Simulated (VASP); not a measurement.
# Pt in VASP: a series of runs

The runs below take Pt through single point, with PBE.

Everything below comes from runs of VASP 6.6.1. Logs are shortened: lines on timing, memory, paths and dates and some standing lists are left out, and cuts for length are marked.

### 1 The cell of the first run

Symmetry: Fm-3m, No. 225, cubic system. Conventional cell: a = 4.049 Å, b = 4.049 Å, c = 4.049 Å, α = 90.00°, β = 90.00°, γ = 90.00°. Pt (site symmetry m-3m) has 12 Pt at 2.86 Å within 3.8 Å.

### 2 Single point, PBE

Contents of INCAR:

```
SYSTEM = Pt
  PREC = Accurate
  ENCUT = 520
  EDIFF = 1E-6
  ISMEAR = 0
  SIGMA = 0.15
  LREAL = .False.
  LASPH = .True.
  NELM = 100
  ALGO = Normal
  ISIF = 2
  LWAVE = .False.
  LCHARG = .True.
  GGA = PE
  LELF = .True.
  LVHAR = .True.
  NBANDS = 11
```

Contents of KPOINTS:

```
Automatic mesh
0
Gamma
  20 20 20
  0 0 0
```

Contents of POSCAR:

```
Pt
1.0
    0.0000000000      2.0246640057      2.0246640057
    2.0246640057      0.0000000000      2.0246640057
    2.0246640057      2.0246640057      0.0000000000
Pt
1
Direct
    0.0000000000      0.0000000000      0.0000000000
```

Potentials or basis: VASP PAW PBE potentials, release 64 (Pt).

Started as:

```bash
cat potpaw_PBE.64/Pt/POTCAR > POTCAR
mpirun -np 1 vasp_std > vasp.out
```

OUTCAR:

```text
SYSTEM = Pt
   PREC = Accurate
   ENCUT = 520
   EDIFF = 1E-6
   ISMEAR = 0
   LREAL = .False.
   LASPH = .True.
   NELM = 100
   ISIF = 2
   GGA = PE

 ion  position               nearest neighbor table
   1  0.000  0.000  0.000-

  LATTYP: Found a face centered cubic cell.
 ALAT       =     4.0493280114

  Lattice vectors:

 A1 = (   0.0000000000,   2.0246640057,   2.0246640057)
 A2 = (   2.0246640057,   0.0000000000,   2.0246640057)
 A3 = (   2.0246640057,   2.0246640057,   0.0000000000)

Analysis of symmetry for initial positions (statically):
=====================================================================
 Subroutine PRICEL returns:
 Original cell was already a primitive cell.

 Routine SETGRP: Setting up the symmetry group for a
 face centered cubic supercell.

 Subroutine GETGRP returns: Found 48 space group operations
 (whereof 48 operations were pure point group operations)
 out of a pool of 48 trial point group operations.

The static configuration has the point symmetry O_h .

Analysis of symmetry for dynamics (positions and initial velocities):
=====================================================================
 Subroutine PRICEL returns:
 Original cell was already a primitive cell.

 Routine SETGRP: Setting up the symmetry group for a
 face centered cubic supercell.

 Subroutine GETGRP returns: Found 48 space group operations
 (whereof 48 operations were pure point group operations)
 out of a pool of 48 trial point group operations.

The dynamic configuration has the point symmetry O_h .

 Subroutine INISYM returns: Found 48 space group operations
 (whereof 48 operations are pure point group operations),
 and found     1 'primitive' translations

----------------------------------------------------------------------------------------

                                     Primitive cell

  volume of cell :      16.5993

  direct lattice vectors                    reciprocal lattice vectors
     0.000000000  2.024664006  2.024664006    -0.246954556  0.246954556  0.246954556
     2.024664006  0.000000000  2.024664006     0.246954556 -0.246954556  0.246954556
     2.024664006  2.024664006  0.000000000     0.246954556  0.246954556 -0.246954556

  length of vectors
     2.863307296  2.863307296  2.863307296     0.427737838  0.427737838  0.427737838

  position of ions in fractional coordinates (direct lattice)
     0.000000000  0.000000000  0.000000000

  ion indices of the primitive-cell ions
   primitive index   ion index
                 1           1

----------------------------------------------------------------------------------------

 KPOINTS: Automatic mesh

Automatic generation of k-mesh.
 Grid dimensions read from file:
 generate k-points for:   20   20   20

 Generating k-lattice:

  Cartesian coordinates                     Fractional coordinates (reciprocal lattice)
    -0.012347728  0.012347728  0.012347728     0.050000000  0.000000000  0.000000000
     0.012347728 -0.012347728  0.012347728     0.000000000  0.050000000  0.000000000
     0.012347728  0.012347728 -0.012347728     0.000000000  0.000000000  0.050000000

  Length of vectors
     0.021386892  0.021386892  0.021386892

  Shift w.r.t. Gamma in fractional coordinates (k-lattice)
     0.000000000  0.000000000  0.000000000

 Subroutine IBZKPT returns following result:
 ===========================================

 Found    256 irreducible k-points:

 Following reciprocal coordinates:
            Coordinates               Weight
  0.000000  0.000000  0.000000      1.000000
  0.050000  0.000000  0.000000      8.000000
  0.100000  0.000000  0.000000      8.000000
  0.150000  0.000000  0.000000      8.000000
  0.200000  0.000000  0.000000      8.000000
  0.250000  0.000000  0.000000      8.000000
[... 16 lines left out ...]
 -0.400000  0.050000  0.000000     24.000000
 -0.350000  0.050000  0.000000     24.000000
 [... further k-points ...]
   k-points           NKPTS =    256   k-points in BZ     NKDIM =    256   number of bands    NBANDS=     11
   number of dos      NEDOS =    301   number of ions     NIONS =      1
   total plane-waves  NPLWV =  13824
   dimension x,y,z NGX =    24 NGY =   24 NGZ =   24
   dimension x,y,z NGXF=    48 NGYF=   48 NGZF=   48
   ions per type =               1
   NGX,Y,Z   is equivalent  to a cutoff of  13.93, 13.93, 13.93 a.u.
   NGXF,Y,Z  is equivalent  to a cutoff of  27.87, 27.87, 27.87 a.u.
 SYSTEM =  Pt
   PREC   = accura    normal or accurate (medium, high low for compatibility)
   ISTART =      0    job   : 0-new  1-cont  2-samecut
   ICHARG =      2    charge: 1-file 2-atom 10-const
   ISPIN  =      1    spin polarized calculation?
   LNONCOLLINEAR =      F non collinear calculations
   LSORBIT =      F    spin-orbit coupling
   LASPH  =      T    aspherical Exc in radial PAW
   ENCUT  =  520.0 eV  38.22 Ry    6.18 a.u.   5.32  5.32  5.32*2*pi/ulx,y,z
   NELM   =    100;   NELMIN=  2; NELMDL= -5     # of ELM steps
   EDIFF  = 0.1E-05   stopping-criterion for ELM
   LREAL  =      F    real-space projection
   EDIFFG = 0.1E-04   stopping-criterion for IOM
   NSW    =      0    number of steps for IOM
   IBRION =     -1    ionic relax: 0-MD 1-quasi-New 2-CG
   NFREE  =      0    steps in history (QN), initial steepest desc. (CG)
   ISIF   =      2    stress and relaxation
   ISYM   =      2    0-nonsym 1-usesym 2-fastsym
   POTIM  = 0.5000    time-step for ionic-motion
   TEBEG  =    0.0;   TEEND  =   0.0 temperature during run
   PSTRESS=    0.0 pullay stress
   NELECT =      10.0000    total number of electrons
   NUPDOWN=      -1.0000    fix difference up-down
   EMIN   =  10.00;   EMAX   =-10.00  energy-range for DOS
   EFERMI =   0.00;   METHOD = LEGACY
   ISMEAR =     0;   SIGMA  =   0.15  broadening in eV -4-tet -1-fermi 0-gaus
   EFERMI_NEDOS =   21; number of points for ismear=-14 and -15
   IALGO  =     38    algorithm
   IMIX   =      4    mixing-type and parameters
     AMIX     =   0.40;   BMIX     =  1.00
     AMIX_MAG =   1.60;   BMIX_MAG =  1.00
  volume/ion in A,a.u.               =      16.60       112.02
  Fermi-wavevector in a.u.,A,eV,Ry     =   1.382649  2.612827 26.010497  1.911718
  Thomas-Fermi vector in A             =   2.507320
   LORBIT       =      0    0 simple, 1 ext, 2 COOP (PROOUT), +10 PAW based schemes
   GGA     = PE    functional components
   LHFCALC =     F    Hartree Fock is set to
   AEXX    =    0.0000 exact exchange contribution
   IVDW    =     0    specifies the selected vdW correction
   LEPSILON=     F    determine dielectric tensor
   LRPA    =     F    only Hartree local field effects (RPA)
 non-spin polarized calculation
 Gauss-broadening in eV      SIGMA  =   0.15
  energy-cutoff  :      520.00
  volume of cell :       16.60
 maximum number of plane-waves:       460
 NGX is ok and might be reduce to    24
   NGX = 11   NGY = 11   NGZ = 11

 number of electron      10.0000000 magnetization

 number of electron       9.9999999 magnetization

 Free energy of the ion-electron system (eV)
  ---------------------------------------------------
  ext. energy  EPLUGINS =         0.00000000
  ---------------------------------------------------
  free energy    TOTEN  =        -6.06853341 eV

  energy without entropy =       -6.04553035  energy(sigma->0) =       -6.05703188

 E-fermi :   9.5143     XC(G=0): -12.9195

 val. band max:        9.5010212436   @ k =   0.5000   0.5000   0.0000
 cond. band min:       9.5149924634   @ k =  -0.4000   0.3500   0.1000
 fundamental gap:      0.0139712198
 Fermi energy:         9.5143235576

 k-point     1 :       0.0000    0.0000    0.0000
  band No.  band energies     occupation
      1       0.3333      2.00000
      2       6.2755      2.00000
      3       6.2755      2.00000
      4       6.2755      2.00000
      5       8.1132      2.00000
      6       8.1132      2.00000
      7      24.3687      0.00000
      8      28.7982      0.00000
      9      28.7982      0.00000
     10      28.7982      0.00000
     11      33.8038      0.00000

 k-point     2 :       0.0500    0.0000    0.0000
  band No.  band energies     occupation
      1       0.4253      2.00000
      2       6.2376      2.00000
      3       6.3108      2.00000
      4       6.3108      2.00000
      5       8.0946      2.00000
      6       8.0946      2.00000
      7      24.5014      0.00000
      8      28.2475      0.00000
      9      28.9287      0.00000
     10      28.9287      0.00000
     11      34.3670      0.00000

 k-point     3 :       0.1000    0.0000    0.0000
  band No.  band energies     occupation
      1       0.6954      2.00000
      2       6.1366      2.00000
      3       6.4059      2.00000
      4       6.4059      2.00000
      5       8.0518      2.00000
      6       8.0518      2.00000
      7      24.8628      0.00000
      8      27.0385      0.00000
      9      29.3083      0.00000
     10      29.3083      0.00000
     11      34.9562      0.00000

 k-point     4 :       0.1500    0.0000    0.0000
  band No.  band energies     occupation
      1       1.1231      2.00000
      2       6.0111      2.00000
      3       6.5249      2.00000
      4       6.5249      2.00000
      5       8.0265      2.00000
      6       8.0265      2.00000
      7      25.2252      0.00000
      8      25.7133      0.00000
      9      29.8962      0.00000
     10      29.8962      0.00000
     11      33.6966      0.00000
[... 239 lines left out ...]
 k-point    22 :      -0.4500    0.0500    0.0000
  band No.  band energies     occupation
      1       3.2097      2.00000
      2       6.1904      2.00000
      3       6.2912      2.00000
      4       8.5630      2.00000
      5       9.4343      1.54945
      6      10.2492      0.00000
      7      14.9436      0.00000
      8      24.0622      0.00000
      9      27.4247      0.00000
     10      27.9599      0.00000
     11      35.9915      0.00000

 k-point    23 :      -0.4000    0.0500    0.0000
  band No.  band energies     occupation
      1       3.1942      2.00000
      2       6.2522      2.00000
      3       6.3372      2.00000
      4       7.9772      2.00000
      5       9.1895      1.99781
      6       9.8191      0.00405
      7      16.2176      0.00000
      8      24.2779      0.00000
      9      27.6362      0.00000
     10      28.6537      0.00000
     11      35.1496      0.00000

 k-point    24 :      -0.3500    0.0500    0.0000
  band No.  band energies     occupation
      1       3.1201      2.00000
      2       6.3479      2.00000
      3       6.4231      2.00000
      4       7.1300      2.00000
      5       8.8485      2.00000
      6       9.4119      1.66559
      7      17.9346      0.00000
      8      24.6660      0.00000
      9      28.1586      0.00000
     10      29.6966      0.00000
     11      33.9344      0.00000

 [... further k-points ...]

------------------------ aborting loop because EDIFF is reached ----------------------------------------

  FORCE on cell =-STRESS in cart. coord.  units (eV):
  Direction    XX          YY          ZZ          XY          YZ          ZX
  --------------------------------------------------------------------------------------
  -------------------------------------------------------------------------------------
  Total       -1.3265780     -1.3265780     -1.3265780      0.0000000      0.0000000     -0.0000000
  in kB     -128.0426018   -128.0426018   -128.0426018      0.0000000      0.0000000     -0.0000000
  external PRESSURE =    -128.0426018 kB  Pullay stress =       0.0000000 kB

 VOLUME and BASIS-vectors are now :
 -----------------------------------------------------------------------------
  energy-cutoff  :      520.00
  volume of cell :       16.60
      direct lattice vectors                 reciprocal lattice vectors
     0.000000000  2.024664006  2.024664006    -0.246954556  0.246954556  0.246954556
     2.024664006  0.000000000  2.024664006     0.246954556 -0.246954556  0.246954556
     2.024664006  2.024664006  0.000000000     0.246954556  0.246954556 -0.246954556

 POSITION                                       TOTAL-FORCE (eV/Angst)
 -----------------------------------------------------------------------------------
      0.00000      0.00000      0.00000         0.000000      0.000000     -0.000000
 -----------------------------------------------------------------------------------
    total drift:                               -0.000000      0.000000     -0.000000

  FREE ENERGIE OF THE ION-ELECTRON SYSTEM (eV)
  ---------------------------------------------------
  free  energy   TOTEN  =        -6.0685334069 eV

  energy  without entropy=       -6.0455303508  energy(sigma->0) =       -6.05703188
```

Run time: 53 s. Hardware: 1 thread of Intel Xeon 8259CL, shared host; peak memory 0.18 GiB.

What came out:

```yaml
Free_energy: -6.0685 eV
Pressure: -12.8 GPa
Band_gap_on_the_k_mesh: zero (bands 5 and 6 overlap by 1.89 eV)
```

Levels at points of the mesh, in eV from the Fermi level:
```
           k point  band 1  band 2  band 3  band 4  band 5  band 6  band 7  band 8  band 9  band 10
(0.00, 0.00, 0.00)   -9.18   -3.24   -3.24   -3.24   -1.40   -1.40   14.85   19.28   19.28    19.28
(0.50, 0.00, 0.00)   -6.38   -3.29   -3.29   -0.09    0.02    0.02    5.14   14.39   18.30    18.30
(0.50, 0.50, 0.00)   -6.08   -5.68   -0.01    0.40    0.40    1.97    7.89   11.08   11.08    18.99
```

Caveat: the cell stands under tension; spin-orbit coupling is left out, which moves the levels of the heavy elements.

[end of part 1 of 2]
